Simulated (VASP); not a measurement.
# Mo (Im-3m) in VASP: a series of runs, part 2 of 2

VASP 6.6.1.

## 3. Relaxation of cell and atoms, PBEsol

This run uses another cell than the first one, of 15.58 Å³/atom, 1.017 times its volume.

INCAR

```
SYSTEM = Mo
PREC     = Accurate       ! precision mode
ENCUT    = 600            ! plane-wave cutoff, eV
EDIFF    = 1E-6           ! SCF threshold, eV
ISMEAR   = -1             ! smearing method
SIGMA    = 0.05           ! smearing width, eV
LREAL    = .False.        ! projectors in reciprocal space
LASPH    = .True.         ! aspherical terms in the spheres
NELM     = 60             ! most SCF steps
ALGO     = Normal         ! electronic algorithm
ISIF     = 3              ! what is computed and relaxed
LWAVE    = .False.        ! write WAVECAR
LCHARG   = .False.        ! write CHGCAR
GGA      = PS             ! functional
IBRION   = 2              ! ionic algorithm
NSW      = 60             ! ionic steps
EDIFFG   = -0.005         ! ionic threshold
```

KPOINTS

```
regular mesh
0
Gamma
  19 19 19
  0 0 0
```

POSCAR

```
Mo
1.0
   -1.5733879534      1.5733879534      1.5733879534
    1.5733879534     -1.5733879534      1.5733879534
    1.5733879534      1.5733879534     -1.5733879534
Mo
1
Direct
    0.0000000000      0.0000000000      0.0000000000
```

Potentials or basis: VASP PAW PBE potentials, release 64 (Mo_sv).

Run with:

```bash
$ cat potpaw_PBE.64/Mo_sv/POTCAR > POTCAR
$ mpirun -np 1 vasp_std > vasp.out
```

OUTCAR:

```text
SYSTEM = Mo
   PREC = Accurate
   ENCUT = 600
   EDIFF = 1E-6
   ISMEAR = -1
   LREAL = .False.
   LASPH = .True.
   NELM = 60
   ISIF = 3
   GGA = PS
   IBRION = 2
   NSW = 60
   EDIFFG = -0.005

 ion  position               nearest neighbor table
   1  0.000  0.000  0.000-

  LATTYP: Found a body centered cubic cell.
 ALAT       =     3.1467759068

  Lattice vectors:

 A1 = (  -1.5733879534,   1.5733879534,   1.5733879534)
 A2 = (   1.5733879534,  -1.5733879534,   1.5733879534)
 A3 = (   1.5733879534,   1.5733879534,  -1.5733879534)

Analysis of symmetry for initial positions (statically):
=====================================================================
 Subroutine PRICEL returns:
 Original cell was already a primitive cell.

 Routine SETGRP: Setting up the symmetry group for a
 body centered cubic supercell.

 Subroutine GETGRP returns: Found 48 space group operations
 (whereof 48 operations were pure point group operations)
 out of a pool of 48 trial point group operations.

The static configuration has the point symmetry O_h .

Analysis of symmetry for dynamics (positions and initial velocities):
=====================================================================
 Subroutine PRICEL returns:
 Original cell was already a primitive cell.

 Routine SETGRP: Setting up the symmetry group for a
 body centered cubic supercell.

 Subroutine GETGRP returns: Found 48 space group operations
 (whereof 48 operations were pure point group operations)
 out of a pool of 48 trial point group operations.

The dynamic configuration has the point symmetry O_h .

 Subroutine INISYM returns: Found 48 space group operations
 (whereof 48 operations are pure point group operations),
 and found     1 'primitive' translations

----------------------------------------------------------------------------------------
[... 122 lines left out ...]
 conjugate gradient relaxation of ions
 non-spin polarized calculation
  energy-cutoff  :      600.00
  volume of cell :       15.58
 maximum number of plane-waves:       537
 NGX is ok and might be reduce to    24

--------------------------------------- Ionic step        1  -------------------------------------------

 number of electron      14.0000002 magnetization

 Free energy of the ion-electron system (eV)
  ---------------------------------------------------
  ext. energy  EPLUGINS =         0.00000000
  ---------------------------------------------------
  free energy    TOTEN  =       -11.77843051 eV

  energy without entropy =      -11.77322121  energy(sigma->0) =      -11.77582586

------------------------ aborting loop because EDIFF is reached ----------------------------------------

  FORCE on cell =-STRESS in cart. coord.  units (eV):
  Direction    XX          YY          ZZ          XY          YZ          ZX
  --------------------------------------------------------------------------------------
  -------------------------------------------------------------------------------------
  Total       -0.3947456     -0.3947456     -0.3947456      0.0000000     -0.0000000      0.0000000
  in kB      -40.5938626    -40.5938626    -40.5938626      0.0000000     -0.0000000      0.0000000
  external PRESSURE =     -40.5938626 kB  Pullay stress =       0.0000000 kB
[... 92 lines left out ...]
--------------------------------------- Ionic step        4  -------------------------------------------

 number of electron      14.0000001 magnetization

 Free energy of the ion-electron system (eV)
  ---------------------------------------------------
  ext. energy  EPLUGINS =         0.00000000
  ---------------------------------------------------
  free energy    TOTEN  =       -11.78141378 eV

  energy without entropy =      -11.77620054  energy(sigma->0) =      -11.77880716

 E-fermi :  12.7857     XC(G=0): -13.6326

 val. band max:       12.7779146931   @ k =  -0.1579   0.1579   0.1053
 cond. band min:      12.8039688847   @ k =   0.3684   0.1053   0.0526
 fundamental gap:      0.0260541917
 Fermi energy:        12.7857109299

 k-point     1 :       0.0000    0.0000    0.0000
  band No.  band energies     occupation
      1     -48.4340      2.00000
      2     -21.6784      2.00000
      3     -21.6784      2.00000
      4     -21.6784      2.00000
      5       5.4173      2.00000
      6      11.3595      2.00000
      7      11.3595      2.00000
      8      11.3595      2.00000
      9      14.4431      0.00000
     10      14.4431      0.00000
     11      27.5977      0.00000
[... 309 lines left out ...]
 k-point    24 :       0.3158    0.1053   -0.0000
  band No.  band energies     occupation
      1     -48.1839      2.00000
      2     -22.9254      2.00000
      3     -22.1158      2.00000
      4     -21.7478      2.00000
      5       7.8935      2.00000
      6       9.6176      2.00000
      7      11.9152      2.00000
      8      14.1596      0.00000
      9      15.1809      0.00000
     10      16.9297      0.00000
     11      25.9358      0.00000

 [... further k-points ...]
[... 5 lines left out ...]
  --------------------------------------------------------------------------------------
  -------------------------------------------------------------------------------------
  Total       -0.0021073     -0.0021073     -0.0021073     -0.0000000      0.0000000     -0.0000000
  in kB       -0.2199965     -0.2199965     -0.2199965     -0.0000000      0.0000000     -0.0000000
  external PRESSURE =      -0.2199965 kB  Pullay stress =       0.0000000 kB
[... 16 lines left out ...]
  FREE ENERGIE OF THE ION-ELECTRON SYSTEM (eV)
  ---------------------------------------------------
  free  energy   TOTEN  =       -11.7814137810 eV

  energy  without entropy=      -11.7762005356  energy(sigma->0) =      -11.77880716

 reached required accuracy - stopping structural energy minimisation
```

It took 28 s on 1 thread of Intel Xeon 6975P-C (Granite Rapids), shared host; peak memory 0.18 GiB.

What came out:

```
Free energy                            : -11.7814 eV
Relaxed volume                         : 15.35 Å³/atom
Relaxed cell                           : a = 2.712 Å, b = 2.712 Å, c = 2.712 Å, α = 109.47°, β = 109.47°, γ = 109.47°
Space group after relaxing (to 0.05 Å) : Im-3m (No. 229)
Energy gained by relaxing              : 3.0 meV/atom
Ionic steps                            : 4
Pressure after relaxing                : 0.0 GPa
Band gap on the k mesh                 : zero (band 7 reaches 16.68 eV, above the bottom of band 8 at 11.36 eV)
```

Step by step:
| step | energy change (eV) | largest force (eV/Å) | pressure (GPa) | volume (Å³) |
| --- | --- | --- | --- | --- |
| 1 | 0.0000 | 0.0000 | -4.06 | 15.58 |
| 2 | 0.0222 | 0.0000 | 13.10 | 14.71 |
| 3 | -0.0030 | 0.0000 | -0.07 | 15.35 |
| 4 | -0.0030 | 0.0000 | -0.02 | 15.35 |

Final structure:
```cif
data_structure
_symmetry_space_group_name_H-M 'P 1'
_symmetry_Int_Tables_number 1
_cell_length_a 2.7115
_cell_length_b 2.7115
_cell_length_c 2.7115
_cell_angle_alpha 109.471
_cell_angle_beta 109.471
_cell_angle_gamma 109.471
_cell_volume 15.35
loop_
_atom_site_label
_atom_site_type_symbol
_atom_site_fract_x
_atom_site_fract_y
_atom_site_fract_z
_atom_site_occupancy
Mo1 Mo 0.00000 0.00000 0.00000 1
```

Caveat: the PAW data sets were made with another functional, which shifts forces and pressure a little.

## 4. Single point, PBEsol

This run uses another cell than the first one: it holds 3 atoms, not 1.

INCAR

```
PREC = Accurate ; ENCUT = 520
EDIFF = 1E-6 ; ISMEAR = -1
SIGMA = 0.05 ; LREAL = False
LASPH = True ; NELM = 60
ALGO = Normal ; ISIF = 2
LWAVE = False ; LCHARG = False
GGA = PS ; NBANDS = 28
```

KPOINTS

```
regular mesh
0
Gamma
  9 9 12
```

POSCAR

```
Mo
1.0
    0.0000000000      3.1293570456     -3.1293570456
   -3.1293570456      0.0000000000      3.1293570456
    1.5646785228      1.5646785228      1.5646785228
Mo
3
Direct
    0.0000000000      0.0000000000      0.0000000000
    0.3333333330      0.6666666670      0.3333333330
    0.6666666670      0.3333333330      0.6666666670
```

Potentials or basis: VASP PAW PBE potentials, release 64 (Mo_sv).

Run with:

```bash
$ cat potpaw_PBE.64/Mo_sv/POTCAR > POTCAR
$ mpirun -np 1 vasp_std > vasp.out
```

OUTCAR:

```text
PREC = Accurate
   ENCUT = 520
   EDIFF = 1E-6
   ISMEAR = -1
   LREAL = False
   LASPH = True
   NELM = 60
   ISIF = 2
   GGA = PS

 ion  position               nearest neighbor table
   1  0.000  0.000  0.000-   2 2.71   3 2.71   3 2.71   2 2.71   3 2.71   2 2.71   3 3.13   2 3.13
                             3 3.13   3 3.13   2 3.13   2 3.13
   2  0.333  0.667  0.333-   1 2.71   3 2.71   3 2.71   1 2.71   1 2.71   3 2.71   3 3.13   3 3.13
                             1 3.13   1 3.13   1 3.13   3 3.13
   3  0.667  0.333  0.667-   1 2.71   2 2.71   2 2.71   1 2.71   1 2.71   2 2.71   2 3.13   2 3.13
                             1 3.13   1 3.13   1 3.13   2 3.13

  LATTYP: Found a hexagonal cell.
 ALAT       =     4.4255791754
 C/A-ratio  =     0.6123724357

  Lattice vectors:

 A1 = (   0.0000000000,   3.1293570456,  -3.1293570456)
 A2 = (  -3.1293570456,   0.0000000000,   3.1293570456)
 A3 = (   1.5646785228,   1.5646785228,   1.5646785228)

Analysis of symmetry for initial positions (statically):
=====================================================================
 Subroutine PRICEL returns following result:

  LATTYP: Found a body centered cubic cell.
 ALAT       =     3.1293570435

  Lattice vectors:

 A1 = (  -1.5646785259,   1.5646785197,  -1.5646785197)
[... 178 lines left out ...]
  free energy    TOTEN  =       -35.35396549 eV

  energy without entropy =      -35.34063661  energy(sigma->0) =      -35.34730105

 E-fermi :  12.8107     XC(G=0): -13.6406

 val. band max:       12.7933493839   @ k =   0.3333   0.0000   0.0833
 cond. band min:      12.8290801623   @ k =   0.3333   0.1111   0.3333
 fundamental gap:      0.0357307785
 Fermi energy:        12.8107100105

 k-point     1 :       0.0000    0.0000    0.0000
  band No.  band energies     occupation
      1     -48.3998      2.00000
      2     -48.0738      2.00000
      3     -48.0738      2.00000
      4     -22.6860      2.00000
      5     -22.6860      2.00000
      6     -22.6860      2.00000
[... 733 lines left out ...]
     27      15.1974      0.00000
     28      15.6650      0.00000

 [... further k-points ...]
[... 5 lines left out ...]
  --------------------------------------------------------------------------------------
  -------------------------------------------------------------------------------------
  Total        0.0997710      0.0997710      0.0997710      0.0170786      0.0170786      0.0170786
  in kB        3.4774303      3.4774303      3.4774303      0.5952590      0.5952590      0.5952590
  external PRESSURE =       3.4774303 kB  Pullay stress =       0.0000000 kB

 VOLUME and BASIS-vectors are now :
 -----------------------------------------------------------------------------
  energy-cutoff  :      520.00
  volume of cell :       45.97
      direct lattice vectors                 reciprocal lattice vectors
     0.000000000  3.129357046 -3.129357046    -0.106518153  0.213036306 -0.106518153
    -3.129357046  0.000000000  3.129357046    -0.213036306  0.106518153  0.106518153
     1.564678523  1.564678523  1.564678523     0.213036306  0.213036306  0.213036306

 POSITION                                       TOTAL-FORCE (eV/Angst)
 -----------------------------------------------------------------------------------
      0.00000      0.00000      0.00000         0.000000     -0.000000      0.000000
     -1.56468      1.56468      1.56468        -0.000000      0.000000      0.000000
      0.00000      3.12936     -0.00000         0.000000     -0.000000     -0.000000
 -----------------------------------------------------------------------------------
    total drift:                               -0.000000     -0.000000      0.000000

  FREE ENERGIE OF THE ION-ELECTRON SYSTEM (eV)
  ---------------------------------------------------
  free  energy   TOTEN  =       -35.3539654850 eV

  energy  without entropy=      -35.3406366089  energy(sigma->0) =      -35.34730105
```

OSZICAR:

```text
N       E                     dE             d eps       ncg     rms          rms(c)
DAV:   1     0.464860858850E+03    0.46486E+03   -0.25633E+04  6664   0.158E+03
DAV:   2    -0.238468249285E+02   -0.48871E+03   -0.47765E+03  7308   0.494E+02
DAV:   3    -0.374265069743E+02   -0.13580E+02   -0.13213E+02  8180   0.791E+01
DAV:   4    -0.375919639382E+02   -0.16546E+00   -0.16463E+00  7320   0.749E+00
DAV:   5    -0.375933866564E+02   -0.14227E-02   -0.14223E-02  7368   0.749E-01    0.288E+01
DAV:   6    -0.356474315731E+02    0.19460E+01   -0.41094E+00  7080   0.150E+01    0.784E+00
DAV:   7    -0.353724105796E+02    0.27502E+00   -0.88082E-01  7808   0.610E+00    0.158E+00
DAV:   8    -0.353540049024E+02    0.18406E-01   -0.18375E-02  7792   0.105E+00    0.349E-01
DAV:   9    -0.353539386326E+02    0.66270E-04   -0.61691E-04  8612   0.199E-01    0.128E-01
DAV:  10    -0.353539657384E+02   -0.27106E-04   -0.26731E-05  7096   0.417E-02    0.306E-02
DAV:  11    -0.353539654850E+02    0.25338E-06   -0.41443E-06  6260   0.116E-02
   1 F= -.35353965E+02 E0= -.35347301E+02  d E =-.133289E-01
```

stdout:

```text
POSCAR found type information on POSCAR Mo
 POSCAR found :  1 types and       3 ions
 scaLAPACK will be used
 -----------------------------------------------------------------------------
|                                                                             |
|                                                                             |
|     You enforced a specific xc type in the INCAR file but a different       |
|     I HOPE YOU KNOW WHAT YOU ARE DOING!                                     |
|                                                                             |
 -----------------------------------------------------------------------------

 LDA part: xc-table for (Slater+PW92), standard interpolation
 POSCAR, INCAR and KPOINTS ok, starting setup
 FFT: planning ... GRIDC
 FFT: planning ... GRID_SOFT
 FFT: planning ... GRID
 WAVECAR not read
 entering main loop
```

Run time: 40 s. Hardware: 1 thread of Intel Xeon 6975P-C (Granite Rapids), shared host; peak memory 0.24 GiB.

What came out:

```yaml
Free_energy: -35.3540 eV
Pressure: 0.3 GPa
Band_gap_on_the_k_mesh: zero (band 21 reaches 14.90 eV, above the bottom of band 22 at 11.39 eV)
```

Levels at points of the mesh, in eV from the Fermi level:
```tsv
k point	band 18	band 19	band 20	band 21	band 22	band 23	band 24	band 25
(0.00, 0.00, 0.00)	-2.40	-2.40	-1.42	-1.42	-1.42	1.67	1.67	2.19
(0.00, 0.00, 0.50)	-3.22	-2.87	-2.87	2.09	2.09	2.09	2.09	4.11
```

Caveat: the PAW data sets were made with another functional, which shifts forces and pressure a little.

## 5. The runs side by side

```tsv
task	cell	k mesh	cutoff (eV)	gap on the mesh (eV)	pressure (GPa)
single point	a = 2.710 Å, angles 109.5°, 1 atom	19 × 19 × 19	520	none	0.6
relaxation of cell and atoms	relaxed from a = 2.725 Å, angles 109.5°, 1 atom	19 × 19 × 19	600	none	0.0
single point	a = 4.426, b = 4.426, c = 2.710 Å, angles 90.0, 90.0, 120.0°, 3 atoms	9 × 9 × 12	520	none	0.3
```

Alike in all rows: level PBEsol; potentials or basis VASP PAW PBE potentials, release 64 (Mo_sv); no spin polarisation; smearing fermi-dirac 0.05 eV.

Caveats: the PAW data sets were made with another functional, which shifts forces and pressure a little.

Absolute energies hang on the potentials; compare differences alone.
